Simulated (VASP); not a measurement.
# HgTe (I-4m2) in VASP: a series of runs, part 2 of 2

VASP 6.6.1. The steps go on from the part before.

**5. Single point, PBE (strain -0.015 along x and y, +0.030 along z)**

Input file INCAR:

```
ALGO     = Normal         # electronic algorithm
EDIFF    = 1E-7           # SCF threshold, eV
ENCUT    = 520            # plane-wave cutoff, eV
GGA      = PE             # functional
ISIF     = 2              # what is computed and relaxed
ISMEAR   = 0              # smearing method
LASPH    = True           # aspherical terms in the spheres
LCHARG   = False          # write CHGCAR
LREAL    = False          # projectors in reciprocal space
LWAVE    = False          # write WAVECAR
NBANDS   = 16             # bands
NELM     = 60             # most SCF steps
PREC     = Accurate       # precision mode
SIGMA    = 0.15           # smearing width, eV
```

Input file KPOINTS:

```
k-points
0
Gamma
  14 14 14
```

Input file POSCAR:

```
HgTe
1.0
    0.0000000000      3.1751475000      3.3202050000
    3.1751475000      0.0000000000      3.3202050000
    3.1751475000      3.1751475000      0.0000000000
Hg Te
1 1
Direct
    0.0000000000      0.0000000000      0.0000000000
    0.7500000000      0.7500000000      0.7500000000
```

Potentials or basis: VASP PAW PBE potentials, release 64 (Hg, Te).

Launch:

```bash
$ cat potpaw_PBE.64/Hg/POTCAR potpaw_PBE.64/Te/POTCAR > POTCAR
$ mpirun -np 1 vasp_std > vasp.out
```

OUTCAR:

```text
EDIFF = 1E-7
   ENCUT = 520
   GGA = PE
   ISIF = 2
   ISMEAR = 0
   LASPH = True
   LREAL = False
   NELM = 60
   PREC = Accurate

 ion  position               nearest neighbor table
   1  0.000  0.000  0.000-   2 2.79   2 2.79   2 2.79   2 2.79
   2  0.750  0.750  0.750-   1 2.79   1 2.79   1 2.79   1 2.79

  LATTYP: Found a body centered tetragonal cell.
 ALAT       =     4.4903366570
 C/A-ratio  =     1.4788223038

  Lattice vectors:

 A1 = (  -3.1751475000,   0.0000000000,   3.3202050000)
 A2 = (   3.1751475000,   0.0000000000,   3.3202050000)
 A3 = (   0.0000000000,   3.1751475000,  -3.3202050000)

Analysis of symmetry for initial positions (statically):
=====================================================================
 Subroutine PRICEL returns:
 Original cell was already a primitive cell.

 Routine SETGRP: Setting up the symmetry group for a
 body centered tetragonal supercell.

 Subroutine GETGRP returns: Found  8 space group operations
 (whereof  8 operations were pure point group operations)
 out of a pool of 16 trial point group operations.

The static configuration has the point symmetry D_2d.

Analysis of symmetry for dynamics (positions and initial velocities):
=====================================================================
 Subroutine PRICEL returns:
 Original cell was already a primitive cell.

 Routine SETGRP: Setting up the symmetry group for a
 body centered tetragonal supercell.

 Subroutine GETGRP returns: Found  8 space group operations
 (whereof  8 operations were pure point group operations)
 out of a pool of 16 trial point group operations.

The dynamic configuration has the point symmetry D_2d.

 Subroutine INISYM returns: Found  8 space group operations
 (whereof  8 operations are pure point group operations),
 and found     1 'primitive' translations

----------------------------------------------------------------------------------------

                                     Primitive cell

  volume of cell :      66.9457

  direct lattice vectors                    reciprocal lattice vectors
     0.000000000  3.175147500  3.320205000    -0.157472999  0.157472999  0.150593111
     3.175147500  0.000000000  3.320205000     0.157472999 -0.157472999  0.150593111
     3.175147500  3.175147500  0.000000000     0.157472999  0.157472999 -0.150593111

  length of vectors
     4.594052992  4.594052992  4.490336657     0.268837825  0.268837825  0.268837825

  position of ions in fractional coordinates (direct lattice)
     0.000000000  0.000000000  0.000000000
     0.750000000  0.750000000  0.750000000

  ion indices of the primitive-cell ions
   primitive index   ion index
                 1           1
                 2           2

----------------------------------------------------------------------------------------

 KPOINTS: k-points

Automatic generation of k-mesh.
 Grid dimensions read from file:
 generate k-points for:   14   14   14

 Generating k-lattice:

  Cartesian coordinates                     Fractional coordinates (reciprocal lattice)
    -0.011248071  0.011248071  0.010756651     0.071428571  0.000000000  0.000000000
     0.011248071 -0.011248071  0.010756651     0.000000000  0.071428571  0.000000000
     0.011248071  0.011248071 -0.010756651     0.000000000  0.000000000  0.071428571

  Length of vectors
     0.019202702  0.019202702  0.019202702

  Shift w.r.t. Gamma in fractional coordinates (k-lattice)
     0.000000000  0.000000000  0.000000000

 Subroutine IBZKPT returns following result:
 ===========================================

 Found    244 irreducible k-points:

 Following reciprocal coordinates:
            Coordinates               Weight
  0.000000  0.000000  0.000000      1.000000
  0.071429  0.000000  0.000000      8.000000
  0.142857 -0.000000  0.000000      8.000000
  0.214286 -0.000000  0.000000      8.000000
  0.285714 -0.000000  0.000000      8.000000
  0.357143  0.000000  0.000000      8.000000
[... 16 lines left out ...]
  0.214286  0.142857  0.000000      8.000000
  0.285714  0.142857  0.000000      8.000000
 [... further k-points ...]
   k-points           NKPTS =    244   k-points in BZ     NKDIM =    244   number of bands    NBANDS=     16
   number of dos      NEDOS =    301   number of ions     NIONS =      2
   total plane-waves  NPLWV =  46656
   dimension x,y,z NGX =    36 NGY =   36 NGZ =   36
   dimension x,y,z NGXF=    72 NGYF=   72 NGZF=   72
   ions per type =               1   1
   NGX,Y,Z   is equivalent  to a cutoff of  13.03, 13.03, 13.33 a.u.
   NGXF,Y,Z  is equivalent  to a cutoff of  26.05, 26.05, 26.66 a.u.
 SYSTEM =  unknown system
   PREC   = accura    normal or accurate (medium, high low for compatibility)
   ISTART =      0    job   : 0-new  1-cont  2-samecut
   ICHARG =      2    charge: 1-file 2-atom 10-const
   ISPIN  =      1    spin polarized calculation?
   LNONCOLLINEAR =      F non collinear calculations
   LSORBIT =      F    spin-orbit coupling
   LASPH  =      T    aspherical Exc in radial PAW
   ENCUT  =  520.0 eV  38.22 Ry    6.18 a.u.   8.54  8.54  8.35*2*pi/ulx,y,z
   NELM   =     60;   NELMIN=  2; NELMDL= -5     # of ELM steps
   EDIFF  = 0.1E-06   stopping-criterion for ELM
   LREAL  =      F    real-space projection
   EDIFFG = 0.1E-05   stopping-criterion for IOM
   NSW    =      0    number of steps for IOM
   IBRION =     -1    ionic relax: 0-MD 1-quasi-New 2-CG
   NFREE  =      0    steps in history (QN), initial steepest desc. (CG)
   ISIF   =      2    stress and relaxation
   ISYM   =      2    0-nonsym 1-usesym 2-fastsym
   POTIM  = 0.5000    time-step for ionic-motion
   TEBEG  =    0.0;   TEEND  =   0.0 temperature during run
   PSTRESS=    0.0 pullay stress
   NELECT =      18.0000    total number of electrons
   NUPDOWN=      -1.0000    fix difference up-down
   EMIN   =  10.00;   EMAX   =-10.00  energy-range for DOS
   EFERMI =   0.00;   METHOD = LEGACY
   ISMEAR =     0;   SIGMA  =   0.15  broadening in eV -4-tet -1-fermi 0-gaus
   EFERMI_NEDOS =   21; number of points for ismear=-14 and -15
   IALGO  =     38    algorithm
   IMIX   =      4    mixing-type and parameters
     AMIX     =   0.40;   BMIX     =  1.00
     AMIX_MAG =   1.60;   BMIX_MAG =  1.00
  volume/ion in A,a.u.               =      33.47       225.89
  Fermi-wavevector in a.u.,A,eV,Ry     =   1.056634  1.996750 15.190583  1.116476
  Thomas-Fermi vector in A             =   2.191877
   LORBIT       =      0    0 simple, 1 ext, 2 COOP (PROOUT), +10 PAW based schemes
   GGA     = PE    functional components
   LHFCALC =     F    Hartree Fock is set to
   AEXX    =    0.0000 exact exchange contribution
   IVDW    =     0    specifies the selected vdW correction
   LEPSILON=     F    determine dielectric tensor
   LRPA    =     F    only Hartree local field effects (RPA)
 non-spin polarized calculation
 Gauss-broadening in eV      SIGMA  =   0.15
  energy-cutoff  :      520.00
  volume of cell :       66.95
 maximum number of plane-waves:      1833
 NGX is ok and might be reduce to    36
   NGX = 17   NGY = 17   NGZ = 17

 number of electron      17.9999999 magnetization

 Free energy of the ion-electron system (eV)
  ---------------------------------------------------
  ext. energy  EPLUGINS =         0.00000000
  ---------------------------------------------------
  free energy    TOTEN  =        -3.56796426 eV

  energy without entropy =       -3.56775873  energy(sigma->0) =       -3.56786149

 E-fermi :   3.3433     XC(G=0):  -8.7849

 val. band max:        3.2384630277   @ k =   0.0000   0.0000   0.0000
 cond. band min:       3.5639384299   @ k =   0.0714   0.0000   0.0000
 fundamental gap:      0.3254754022
 Fermi energy:         3.3433353477

 k-point     1 :       0.0000    0.0000    0.0000
  band No.  band energies     occupation
      1      -8.8578      2.00000
      2      -4.2207      2.00000
      3      -4.2085      2.00000
      4      -4.2085      2.00000
      5      -3.6909      2.00000
      6      -3.6590      2.00000
[... 8 lines left out ...]
     15      12.4042      0.00000
     16      12.6793      0.00000
[... 419 lines left out ...]
 k-point    24 :       0.2857    0.1429    0.0000
  band No.  band energies     occupation
      1      -8.5334      2.00000
      2      -4.1474      2.00000
      3      -4.0893      2.00000
      4      -4.0474      2.00000
      5      -3.7135      2.00000
      6      -3.6437      2.00000
[... 8 lines left out ...]
     15      12.2642      0.00000
     16      12.7457      0.00000

 [... further k-points ...]
[... 5 lines left out ...]
  --------------------------------------------------------------------------------------
  -------------------------------------------------------------------------------------
  Total        1.8144125      1.8144125      1.5639367      0.0000000      0.0000000      0.0000000
  in kB       43.4234079     43.4234079     37.4288988      0.0000000      0.0000000      0.0000000
  external PRESSURE =      41.4252382 kB  Pullay stress =       0.0000000 kB

 VOLUME and BASIS-vectors are now :
 -----------------------------------------------------------------------------
  energy-cutoff  :      520.00
  volume of cell :       66.95
      direct lattice vectors                 reciprocal lattice vectors
     0.000000000  3.175147500  3.320205000    -0.157472999  0.157472999  0.150593111
     3.175147500  0.000000000  3.320205000     0.157472999 -0.157472999  0.150593111
     3.175147500  3.175147500  0.000000000     0.157472999  0.157472999 -0.150593111

 POSITION                                       TOTAL-FORCE (eV/Angst)
 -----------------------------------------------------------------------------------
      0.00000      0.00000      0.00000        -0.000000     -0.000000     -0.000000
      4.76272      4.76272      4.98031         0.000000      0.000000      0.000000
 -----------------------------------------------------------------------------------
    total drift:                                0.000000      0.000000     -0.000000

  FREE ENERGIE OF THE ION-ELECTRON SYSTEM (eV)
  ---------------------------------------------------
  free  energy   TOTEN  =        -3.5679642565 eV

  energy  without entropy=       -3.5677587261  energy(sigma->0) =       -3.56786149
```

Run time: 1.9 min. Hardware: 1 thread of Intel Xeon 6975P-C (Granite Rapids), shared host; peak memory 0.41 GiB.

Results:

```
Free energy            : -3.5680 eV
Pressure               : 4.1 GPa
Band gap on the k mesh : zero (filled and empty bands touch)
```

Stress tensor (GPa, compression positive):
```
4.34 0.00 0.00
0.00 4.34 0.00
0.00 0.00 3.74
```

Levels at points of the mesh, in eV from the Fermi level:
```csv
k point,band 5,band 6,band 7,band 8,band 9,band 10,band 11,band 12,band 13,band 14
"(0.00, 0.00, 0.00)",-7.03,-7.00,-0.87,-0.28,-0.10,-0.10,4.07,4.07,4.07,6.32
"(0.50, 0.00, 0.00)",-7.00,-6.71,-5.70,-1.27,-1.05,0.54,4.76,4.99,6.72,7.75
"(0.50, 0.50, 0.00)",-6.95,-6.61,-5.78,-2.34,-2.34,1.96,2.45,7.89,8.73,8.73
"(0.50, 0.00, 0.50)",-6.96,-6.53,-5.56,-2.57,-2.47,1.63,2.25,8.18,8.58,8.78
```

Caveat: the cell differs from its parent crystal (strain -0.015 along x and y, +0.030 along z); spin-orbit coupling is left out, which moves the levels of the heavy elements.

**6. Single point, PBE (strain +0.000 along x and y, +0.015 along z)**

Input file INCAR:

```
PREC     = Accurate       # precision mode
ENCUT    = 520            # plane-wave cutoff, eV
EDIFF    = 1E-6           # SCF threshold, eV
ISMEAR   = 0              # smearing method
SIGMA    = 0.15           # smearing width, eV
LREAL    = False          # projectors in reciprocal space
LASPH    = True           # aspherical terms in the spheres
NELM     = 100            # most SCF steps
ALGO     = Normal         # electronic algorithm
ISIF     = 2              # what is computed and relaxed
LWAVE    = False          # write WAVECAR
LCHARG   = True           # write CHGCAR
GGA      = PE             # functional
LELF     = True           # ELF
LVHAR    = True         
NBANDS   = 16             # bands
```

Input file KPOINTS:

```
regular mesh
0
Gamma
  14 14 14
```

Input file POSCAR:

```
HgTe
1.0
    0.0000000000      3.2235000000      3.2718525000
    3.2235000000      0.0000000000      3.2718525000
    3.2235000000      3.2235000000      0.0000000000
Hg Te
1 1
Direct
    0.0000000000      0.0000000000      0.0000000000
    0.7500000000      0.7500000000      0.7500000000
```

Potentials or basis: VASP PAW PBE potentials, release 64 (Hg, Te).

Launch:

```bash
$ cat potpaw_PBE.64/Hg/POTCAR potpaw_PBE.64/Te/POTCAR > POTCAR
$ mpirun -np 1 vasp_std > vasp.out
```

OUTCAR:

```text
PREC = Accurate
   ENCUT = 520
   EDIFF = 1E-6
   ISMEAR = 0
   LREAL = False
   LASPH = True
   NELM = 100
   ISIF = 2
   GGA = PE

 ion  position               nearest neighbor table
   1  0.000  0.000  0.000-   2 2.81   2 2.81   2 2.81   2 2.81
   2  0.750  0.750  0.750-   1 2.81   1 2.81   1 2.81   1 2.81

  LATTYP: Found a body centered tetragonal cell.
 ALAT       =     4.5587174183
 C/A-ratio  =     1.4354267658

  Lattice vectors:

 A1 = (  -3.2235000000,   0.0000000000,   3.2718525000)
 A2 = (   3.2235000000,   0.0000000000,   3.2718525000)
[... 626 lines left out ...]
      4      -4.1273      2.00000
      5      -3.7939      2.00000
      6      -3.7443      2.00000
[... 8 lines left out ...]
     15      12.1007      0.00000
     16      12.5040      0.00000

 [... further k-points ...]
[... 5 lines left out ...]
  --------------------------------------------------------------------------------------
  -------------------------------------------------------------------------------------
  Total        1.4479857      1.4479857      1.3653334      0.0000000      0.0000000      0.0000000
  in kB       34.1189611     34.1189611     32.1714213      0.0000000      0.0000000      0.0000000
  external PRESSURE =      33.4697812 kB  Pullay stress =       0.0000000 kB

 VOLUME and BASIS-vectors are now :
 -----------------------------------------------------------------------------
  energy-cutoff  :      520.00
  volume of cell :       68.00
      direct lattice vectors                 reciprocal lattice vectors
     0.000000000  3.223500000  3.271852500    -0.155110904  0.155110904  0.152818625
     3.223500000  0.000000000  3.271852500     0.155110904 -0.155110904  0.152818625
     3.223500000  3.223500000  0.000000000     0.155110904  0.155110904 -0.152818625

 POSITION                                       TOTAL-FORCE (eV/Angst)
 -----------------------------------------------------------------------------------
      0.00000      0.00000      0.00000        -0.000000     -0.000000     -0.000000
      4.83525      4.83525      4.90778         0.000000      0.000000      0.000000
 -----------------------------------------------------------------------------------
    total drift:                                0.000000      0.000000      0.000000

  FREE ENERGIE OF THE ION-ELECTRON SYSTEM (eV)
  ---------------------------------------------------
  free  energy   TOTEN  =        -3.5960222735 eV

  energy  without entropy=       -3.5958029035  energy(sigma->0) =       -3.59591259
```

stdout:

```text
POSCAR found type information on POSCAR HgTe
 POSCAR found :  2 types and       2 ions
 scaLAPACK will be used
 LDA part: xc-table for (Slater+PW92), standard interpolation
 POSCAR, INCAR and KPOINTS ok, starting setup
 FFT: planning ... GRIDC
 FFT: planning ... GRID_SOFT
 FFT: planning ... GRID
 WAVECAR not read
 entering main loop
```

It took 92 s on 1 thread of Intel Xeon 6975P-C (Granite Rapids), shared host; peak memory 0.41 GiB.

Results:

```
Free energy            : -3.5960 eV
Pressure               : 3.3 GPa
Band gap on the k mesh : zero (filled and empty bands touch)
```

Stress tensor (GPa, compression positive):
```
3.41 0.00 0.00
0.00 3.41 0.00
0.00 0.00 3.22
```

Levels at points of the mesh, in eV from the Fermi level:
```csv
k point,band 7,band 8,band 9,band 10,band 11,band 12
"(0.00, 0.00, 0.00)",-0.88,-0.17,-0.12,-0.12,4.11,4.11
"(0.50, 0.00, 0.00)",-5.58,-1.14,-1.08,0.57,4.86,4.94
"(0.50, 0.50, 0.00)",-5.58,-2.34,-2.34,1.84,2.41,7.99
"(0.50, 0.00, 0.50)",-5.51,-2.42,-2.38,1.73,2.35,8.09
```

Caveat: the cell differs from its parent crystal (strain +0.000 along x and y, +0.015 along z); spin-orbit coupling is left out, which moves the levels of the heavy elements.

**7. Summary**

| cell | gap on the mesh (eV) | pressure (GPa) |
| --- | --- | --- |
| a = 4.525, b = 4.525, c = 4.490 Å, angles 60.3, 60.3, 59.5°, 2 atoms | none | 5.9 |
| a = 4.525, b = 4.525, c = 4.559 Å, angles 59.8, 59.8, 60.5°, 2 atoms | - | 5.0 |
| a = 4.559, b = 4.559, c = 4.490 Å, angles 60.5, 60.5, 59.0°, 2 atoms | none | 5.0 |
| a = 4.594, b = 4.594, c = 4.490 Å, angles 60.7, 60.7, 58.5°, 2 atoms | none | 4.1 |
| a = 4.593, b = 4.593, c = 4.559 Å, angles 60.2, 60.2, 59.5°, 2 atoms | none | 3.3 |

Alike in all rows: task single point; level PBE; potentials or basis VASP PAW PBE potentials, release 64 (Hg, Te); no spin polarisation; k mesh 14 × 14 × 14; cutoff (eV) 520; smearing gaussian 0.15 eV.

Caveats: spin-orbit coupling is left out, which moves the levels of the heavy elements.

Total energies depend on the potentials used, so only differences within one code and one set of settings carry meaning.
